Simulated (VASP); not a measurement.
# Si18HC18 (a cell with a defect) in VASP: single point with PBE

Aim: the single point of Si18HC18 (a cell with a defect) with PBE.

Program: VASP 6.6.1. These are calculated values, not measurements. Logs are shortened: lines on timing, memory, paths and dates and some standing lists are left out, and cuts for length are marked.

**1. The cell of the first run**

The cell holds a defect, 37 atoms: a = 7.378 Å, b = 7.378 Å, c = 7.378 Å, α = 77.90°, β = 77.90°, γ = 77.90°.

**2. Single point, PBE (with an interstitial atom, then relaxed in part)**

File INCAR:

```
SYSTEM = Si18HC18
ALGO = Normal
EDIFF = 1E-7
ENCUT = 520
GGA = PE
ISIF = 2
ISMEAR = 0
LASPH = .TRUE.
LCHARG = .FALSE.
LREAL = Auto
LWAVE = .FALSE.
NBANDS = 96
NELECT = 144.0
NELM = 100
PREC = Accurate
SIGMA = 0.01
```

File KPOINTS:

```
Automatic mesh
0
Gamma
  2 2 2
  0.5 0.5 0.5
```

File POSCAR:

```
Si18HC18
1.0
    0.0000000000      5.3553911397      5.0742922929
   -4.6379047741     -2.6776955698      5.0742922929
    4.6379047741     -2.6776955698      5.0742922929
Si C H
18 18 1
Direct
    0.3874051822      0.7178596677      0.3889176099
    0.7204143957      0.7196871038      0.0549261725
    0.3885249428      0.3878349228      0.7195482840
    0.4018565650      0.0439269560      0.0583054517
    0.7185681107      0.3866801244      0.3889396800
    0.0528039728      0.7204535131      0.7194269099
    0.0446349488      0.4012037724      0.0583548522
    0.7211832536      0.0520737641      0.7194414604
    0.0540739209      0.0533396804      0.3863854944
    0.4419622738      0.7743005602      0.7753876905
    0.7759515139      0.7752168849      0.4422851888
    0.4427718337      0.4420281688      0.1101013931
    0.4429588273      0.1071027633      0.4430423923
    0.7750469773      0.4412059940      0.7753932600
    0.1095893348      0.7766468846      0.1084761427
    0.1078391539      0.4422152226      0.4430570962
    0.7773638038      0.1088529935      0.1084736682
    0.1053507942      0.1045645527      0.7657984133
    0.5123802436      0.8441934803      0.5126727200
    0.8462753079      0.8455409024      0.1789486350
    0.5105012832      0.5097583994      0.8468754551
    0.5145467241      0.1785985309      0.1795480176
    0.8449306508      0.5116417496      0.5126803742
    0.1789216181      0.8449704169      0.8445069126
    0.1793396862      0.5138254572      0.1795620824
    0.8457456725      0.1781759470      0.8445083990
    0.1799618370      0.1792194027      0.5085325339
    0.2332261268      0.5645430136      0.5705808014
    0.5675192215      0.5667868337      0.2352103927
    0.2283054726      0.2274941026      0.9061905721
    0.2366695323      0.9006325722      0.2340073179
    0.5652484877      0.2324978554      0.5706062050
    0.8987289884      0.5697211138      0.8994423735
    0.9013552137      0.2359492960      0.2340130380
    0.5704580715      0.8979839364      0.8994495071
    0.9019247105      0.9012022025      0.5661760505
    0.1453982150      0.1451584840      0.0286462289
```

Potentials or basis: VASP PAW PBE potentials, release 64 (Si, C, H).

On the command line:

```sh
$ cat potpaw_PBE.64/Si/POTCAR potpaw_PBE.64/C/POTCAR potpaw_PBE.64/H/POTCAR > POTCAR
$ mpirun -np 1 vasp_std > vasp.out
```

OUTCAR:

```text
SYSTEM = Si18HC18
   EDIFF = 1E-7
   ENCUT = 520
   GGA = PE
   ISIF = 2
   ISMEAR = 0
   LASPH = .TRUE.
   LREAL = Auto
   NELECT = 144.0
   NELM = 100
   PREC = Accurate

 ion  position               nearest neighbor table
   1  0.387  0.718  0.389-  29 1.89  31 1.90  19 1.90  28 1.91   4 3.05   3 3.06   5 3.07  10 3.08
                             6 3.08   2 3.09  12 3.10  11 3.10  13 3.10  16 3.10   9 3.10  15 3.11
   2  0.720  0.720  0.055-  35 1.89  33 1.89  29 1.89  20 1.91   7 2.98   4 2.98  11 3.09   1 3.09
                             5 3.09   8 3.10   6 3.10  12 3.10  17 3.10  15 3.10  10 3.12  14 3.12
   3  0.389  0.388  0.720-  28 1.88  32 1.88  21 1.88  30 1.98   5 3.06   1 3.06  10 3.08  14 3.08
                             6 3.10   8 3.10  12 3.11  16 3.11  13 3.11
   4  0.402  0.044  0.058-  35 1.85  22 1.87  31 1.89  37 1.92  30 1.99   2 2.98  17 3.02   1 3.05
                             8 3.05  13 3.06  10 3.10  12 3.12  15 3.13   9 3.14
   5  0.719  0.387  0.389-  29 1.89  34 1.90  23 1.90  32 1.91   7 3.05   3 3.06   1 3.07  14 3.08
                             8 3.08   2 3.09  12 3.10  11 3.10  16 3.10  13 3.10   9 3.10  17 3.11
   6  0.053  0.720  0.719-  36 1.89  33 1.89  28 1.89  24 1.91  18 3.04   7 3.05   8 3.08   1 3.08
                             9 3.09  11 3.09  16 3.10   2 3.10   3 3.10  10 3.10  15 3.11  14 3.11
   7  0.045  0.401  0.058-  33 1.85  25 1.87  34 1.89  37 1.92  30 1.99   2 2.98  15 3.02   5 3.05
                             6 3.05  16 3.06  14 3.10  12 3.12  17 3.13   9 3.14
   8  0.721  0.052  0.719-  36 1.89  35 1.89  32 1.89  26 1.91  18 3.04   4 3.05   6 3.08   5 3.08
                             9 3.09  11 3.09  13 3.10   2 3.10   3 3.10  14 3.10  17 3.11  10 3.11
   9  0.054  0.053  0.386-  36 1.89  27 1.90  31 1.90  34 1.90  18 3.01   6 3.09   8 3.09  15 3.10
                            17 3.10  16 3.10  13 3.10   1 3.10   5 3.10  11 3.11   4 3.14   7 3.14
  10  0.442  0.774  0.775-  19 1.89  24 1.89  21 1.90  35 1.91   3 3.08   1 3.08  13 3.08  15 3.09
                            14 3.09  12 3.09  11 3.09  18 3.09   6 3.10   4 3.10   8 3.11   2 3.12
  11  0.776  0.775  0.442-  20 1.89  19 1.89  23 1.89  36 1.91  13 3.08  16 3.08   2 3.09  10 3.09
                            14 3.09   6 3.09   8 3.09  15 3.10  17 3.10   5 3.10   1 3.10   9 3.11
  12  0.443  0.442  0.110-  21 1.89  22 1.89  25 1.89  29 1.90  14 3.09  10 3.09  17 3.10  15 3.10
                             5 3.10   1 3.10  13 3.10  16 3.10   2 3.10   3 3.11   7 3.12   4 3.12
  13  0.443  0.107  0.443-  27 1.89  19 1.89  22 1.90  32 1.90   4 3.06  18 3.06  11 3.08  10 3.08
                             8 3.10  12 3.10   9 3.10   1 3.10   5 3.10  17 3.10  16 3.11   3 3.11
  14  0.775  0.441  0.775-  23 1.89  26 1.89  21 1.90  33 1.91   3 3.08   5 3.08  16 3.08  17 3.09
                            10 3.09  12 3.09  11 3.09  18 3.09   8 3.10   7 3.10   6 3.11   2 3.12
  15  0.110  0.777  0.108-  25 1.89  20 1.89  24 1.89  31 1.91   7 3.02  17 3.08  10 3.09  11 3.10
                             9 3.10  12 3.10   2 3.10  16 3.10   6 3.11  18 3.11   1 3.11   4 3.13
  16  0.108  0.442  0.443-  27 1.89  23 1.89  25 1.90  28 1.90   7 3.06  18 3.06  11 3.08  14 3.08
                             6 3.10  12 3.10   9 3.10   5 3.10   1 3.10  15 3.10  13 3.11   3 3.11
  17  0.777  0.109  0.108-  22 1.89  20 1.89  26 1.89  34 1.91   4 3.02  15 3.08  14 3.09  11 3.10
                             9 3.10  12 3.10  13 3.10   2 3.10   8 3.11  18 3.11   5 3.11   7 3.13
  18  0.105  0.105  0.766-  27 1.86  24 1.88  26 1.88  30 1.96   9 3.01   6 3.04   8 3.04  13 3.06
                            16 3.06  10 3.09  14 3.09  15 3.11  17 3.11
  19  0.512  0.844  0.513-  10 1.89  13 1.89  11 1.89   1 1.90
  20  0.846  0.846  0.179-  15 1.89  17 1.89  11 1.89   2 1.91
  21  0.511  0.510  0.847-   3 1.88  12 1.89  10 1.90  14 1.90
  22  0.515  0.179  0.180-   4 1.87  17 1.89  12 1.89  13 1.90
  23  0.845  0.512  0.513-  14 1.89  16 1.89  11 1.89   5 1.90
  24  0.179  0.845  0.845-  18 1.88  10 1.89  15 1.89   6 1.91
  25  0.179  0.514  0.180-   7 1.87  15 1.89  12 1.89  16 1.90
  26  0.846  0.178  0.845-  18 1.88  14 1.89  17 1.89   8 1.91
  27  0.180  0.179  0.509-  18 1.86  16 1.89  13 1.89   9 1.90
  28  0.233  0.565  0.571-   3 1.88   6 1.89  16 1.90   1 1.91
  29  0.568  0.567  0.235-   5 1.89   1 1.89   2 1.89  12 1.90
  30  0.228  0.227  0.906-  37 1.12  18 1.96   3 1.98   4 1.99   7 1.99
  31  0.237  0.901  0.234-   4 1.89   9 1.90   1 1.90  15 1.91
  32  0.565  0.232  0.571-   3 1.88   8 1.89  13 1.90   5 1.91
  33  0.899  0.570  0.899-   7 1.85   2 1.89   6 1.89  14 1.91
  34  0.901  0.236  0.234-   7 1.89   9 1.90   5 1.90  17 1.91
  35  0.570  0.898  0.899-   4 1.85   2 1.89   8 1.89  10 1.91
  36  0.902  0.901  0.566-   9 1.89   6 1.89   8 1.89  11 1.91
  37  0.145  0.145  0.029-  30 1.12   7 1.92   4 1.92

  LATTYP: Found a trigonal (rhomboedric) cell.
 ALAT       =     7.3775779584
 COS(alpha) =     0.2096016303

  Lattice vectors:

 A1 = (   0.0000000000,   5.3553911397,   5.0742922929)
 A2 = (  -4.6379047741,  -2.6776955698,   5.0742922929)
 A3 = (   4.6379047741,  -2.6776955698,   5.0742922929)

Analysis of symmetry for initial positions (statically):
=====================================================================
 Subroutine PRICEL returns:
 Original cell was already a primitive cell.

[... 139 lines left out ...]
     0.500000000  0.500000000  0.500000000

 Subroutine IBZKPT returns following result:
 ===========================================

 Found      4 irreducible k-points:

 Following reciprocal coordinates:
            Coordinates               Weight
  0.250000  0.250000  0.250000      2.000000
 -0.250000  0.250000  0.250000      2.000000
  0.250000 -0.250000  0.250000      2.000000
  0.250000  0.250000 -0.250000      2.000000
   k-points           NKPTS =      4   k-points in BZ     NKDIM =      4   number of bands    NBANDS=     96
   number of dos      NEDOS =    301   number of ions     NIONS =     37
   total plane-waves  NPLWV = 175616
   dimension x,y,z NGX =    56 NGY =   56 NGZ =   56
   dimension x,y,z NGXF=   112 NGYF=  112 NGZF=  112
   ions per type =              18  18   1
   NGX,Y,Z   is equivalent  to a cutoff of  12.62, 12.62, 12.62 a.u.
   NGXF,Y,Z  is equivalent  to a cutoff of  25.24, 25.24, 25.24 a.u.
 SYSTEM =  Si18HC18
   PREC   = accura    normal or accurate (medium, high low for compatibility)
   ISTART =      0    job   : 0-new  1-cont  2-samecut
   ICHARG =      2    charge: 1-file 2-atom 10-const
   ISPIN  =      1    spin polarized calculation?
   LNONCOLLINEAR =      F non collinear calculations
   LSORBIT =      F    spin-orbit coupling
   LASPH  =      T    aspherical Exc in radial PAW
   ENCUT  =  520.0 eV  38.22 Ry    6.18 a.u.  13.72 13.72 13.72*2*pi/ulx,y,z
   NELM   =    100;   NELMIN=  2; NELMDL= -5     # of ELM steps
   EDIFF  = 0.1E-06   stopping-criterion for ELM
   LREAL  =      T    real-space projection
   EDIFFG = 0.1E-05   stopping-criterion for IOM
   NSW    =      0    number of steps for IOM
   IBRION =     -1    ionic relax: 0-MD 1-quasi-New 2-CG
   NFREE  =      0    steps in history (QN), initial steepest desc. (CG)
   ISIF   =      2    stress and relaxation
   ISYM   =      2    0-nonsym 1-usesym 2-fastsym
   POTIM  = 0.5000    time-step for ionic-motion
   TEBEG  =    0.0;   TEEND  =   0.0 temperature during run
   PSTRESS=    0.0 pullay stress
   NELECT =     144.0000    total number of electrons
   NUPDOWN=      -1.0000    fix difference up-down
   EMIN   =  10.00;   EMAX   =-10.00  energy-range for DOS
   EFERMI =   0.00;   METHOD = LEGACY
   ISMEAR =     0;   SIGMA  =   0.01  broadening in eV -4-tet -1-fermi 0-gaus
   EFERMI_NEDOS =   21; number of points for ismear=-14 and -15
   IALGO  =     38    algorithm
   IMIX   =      4    mixing-type and parameters
     AMIX     =   0.40;   BMIX     =  1.00
     AMIX_MAG =   1.60;   BMIX_MAG =  1.00
  volume/ion in A,a.u.               =      10.22        68.96
  Fermi-wavevector in a.u.,A,eV,Ry     =   1.186658  2.242459 19.159157  1.408158
  Thomas-Fermi vector in A             =   2.322826
   LORBIT       =      0    0 simple, 1 ext, 2 COOP (PROOUT), +10 PAW based schemes
   GGA     = PE    functional components
   LHFCALC =     F    Hartree Fock is set to
   AEXX    =    0.0000 exact exchange contribution
   IVDW    =     0    specifies the selected vdW correction
   LEPSILON=     F    determine dielectric tensor
   LRPA    =     F    only Hartree local field effects (RPA)
 non-spin polarized calculation
 Gauss-broadening in eV      SIGMA  =   0.01
  energy-cutoff  :      520.00
  volume of cell :      378.10
 maximum number of plane-waves:     10189
 NGX is ok and might be reduce to    54
   NGX = 27   NGY = 27   NGZ = 27

 number of electron     143.9999999 magnetization

 Free energy of the ion-electron system (eV)
  ---------------------------------------------------
  ext. energy  EPLUGINS =         0.00000000
  ---------------------------------------------------
  free energy    TOTEN  =      -281.45583665 eV

  energy without entropy =     -281.45583665  energy(sigma->0) =     -281.45583665

 E-fermi :   7.9955     XC(G=0): -11.2802

 val. band max:        7.9090516291   @ k =   0.2500   0.2500   0.2500
 cond. band min:      10.6753508196   @ k =   0.2500   0.2500   0.2500
 fundamental gap:      2.7662991905
 Fermi energy:         7.9954645645

 k-point     1 :       0.2500    0.2500    0.2500
  band No.  band energies     occupation
      1      -7.2784      2.00000
      2      -6.1268      2.00000
      3      -5.4773      2.00000
      4      -5.4724      2.00000
      5      -5.0827      2.00000
      6      -4.7421      2.00000
[... 337 lines left out ...]
     83      13.1251      0.00000
     84      13.1740      0.00000
 [bands above 84 left out]

------------------------ aborting loop because EDIFF is reached ----------------------------------------

  FORCE on cell =-STRESS in cart. coord.  units (eV):
  Direction    XX          YY          ZZ          XY          YZ          ZX
  --------------------------------------------------------------------------------------
  -------------------------------------------------------------------------------------
  Total      -10.5816604     -7.8345659     -7.6955780      2.3621297     -0.6626629      1.1326602
  in kB      -44.8388686    -33.1982935    -32.6093444     10.0093200     -2.8079764      4.7995494
  external PRESSURE =     -36.8821689 kB  Pullay stress =       0.0000000 kB

 VOLUME and BASIS-vectors are now :
 -----------------------------------------------------------------------------
  energy-cutoff  :      520.00
  volume of cell :      378.10
      direct lattice vectors                 reciprocal lattice vectors
     0.000000000  5.355391140  5.074292293     0.000000000  0.124485150  0.065690606
    -4.637904774 -2.677695570  5.074292293    -0.107807302 -0.062242575  0.065690606
     4.637904774 -2.677695570  5.074292293     0.107807302 -0.062242575  0.065690606

 POSITION                                       TOTAL-FORCE (eV/Angst)
 -----------------------------------------------------------------------------------
     -1.52560     -0.88891      7.58192         0.001940     -0.000900     -0.001223
     -3.08310      1.78392      7.58621        -0.001469      0.000216     -0.002855
      1.53845     -0.88453      7.59068         0.009493     -0.005347     -0.005572
      0.06669      1.87835      2.55789         0.005260      0.001163     -0.001646
      0.01048      1.77134      7.58195         0.000888     -0.000695     -0.001856
     -0.00476     -3.57278      7.57432         0.000819     -0.000715     -0.001630
[... 29 lines left out ...]
     -1.55382      0.90097     12.02254         0.000634      0.001172      0.003866
     -0.54037      0.31327      1.61973         0.023737     -0.013464     -0.000888
 -----------------------------------------------------------------------------------
    total drift:                               -0.007948      0.008700     -0.000219

  FREE ENERGIE OF THE ION-ELECTRON SYSTEM (eV)
  ---------------------------------------------------
  free  energy   TOTEN  =      -281.4558366510 eV

  energy  without entropy=     -281.4558366510  energy(sigma->0) =     -281.45583665
```

It took 2.6 min on 1 thread of Intel Xeon 6975P-C (Granite Rapids), shared host; peak memory 0.45 GiB.

What came out:

```
Free energy   : -281.4558 eV
Largest force : 0.041 eV/Å
```

Forces in eV/Å, atoms in the order of the input:
```
Si   0.002 -0.001 -0.001
Si  -0.001  0.000 -0.003
Si   0.009 -0.005 -0.006
Si   0.005  0.001 -0.002
Si   0.001 -0.001 -0.002
Si   0.001 -0.001 -0.002
Si   0.001 -0.006 -0.003
Si   0.000  0.000 -0.001
Si  -0.001  0.001 -0.001
Si   0.002 -0.001  0.001
Si   0.000  0.001  0.001
Si   0.000 -0.001 -0.002
Si   0.000 -0.001 -0.001
Si   0.001  0.000  0.001
Si   0.000 -0.001 -0.002
Si   0.001  0.001 -0.001
Si  -0.001 -0.002 -0.002
Si   0.000  0.000 -0.003
C    0.002  0.003  0.007
C    0.003  0.000  0.001
C    0.000 -0.001  0.008
C   -0.002  0.001  0.003
C   -0.002 -0.005  0.009
C   -0.002  0.002  0.000
C   -0.003  0.000  0.001
C   -0.004 -0.001 -0.005
C    0.001 -0.001  0.003
C   -0.003 -0.008  0.000
C   -0.002  0.003  0.001
C   -0.034  0.022  0.008
C   -0.001 -0.005 -0.006
C    0.002  0.007  0.003
C   -0.005 -0.003 -0.002
C    0.004  0.006 -0.003
C    0.001  0.006 -0.004
C    0.001  0.001  0.004
H    0.024 -0.013 -0.001
```

Caveat: the cell carries a net charge on a neutralising background, which shifts energy and pressure; the cell differs from its parent crystal (with an interstitial atom, then relaxed in part); the cell is charged against a uniform background, so pressure and absolute levels hang on convention.
